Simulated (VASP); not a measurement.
## C: vibrations by perturbation theory with PBE

C:

```
CELL_PARAMETERS angstrom
0.00000 1.78581 1.78581
1.78581 0.00000 1.78581
1.78581 1.78581 0.00000
ATOMIC_POSITIONS crystal
C 0.00000 0.00000 0.00000
C 0.25000 0.25000 0.25000
```

```
Program                : VASP 6.6.1
Task                   : vibrations by perturbation theory
Functional             : PBE
Potentials or basis    : VASP PAW PBE potentials, release 64 (C)
Cutoff                 : 600 eV
k mesh                 : 10 × 10 × 10
Occupations            : gaussian, width 0.01 eV
Spin                   : no spin polarisation
Dipole correction      : no
Further INCAR settings : ALGO = Normal; EDIFF = 1e-08; IBRION = 8; NSW = 1
```

```json
{
  "Highest phonon frequency at Γ": "1294 cm⁻¹"
}
```

Phonon frequencies in cm⁻¹ (negative: imaginary):
| q point | frequencies |
| --- | --- |
| (0.000, 0.000, 0.000) | 0 0 0 1294 1294 1294 |

It took 22 s on 1 thread of Intel(R) Xeon(R) Platinum 8488C (Sapphire Rapids), with other jobs on the host, peak memory 0.15 GiB.
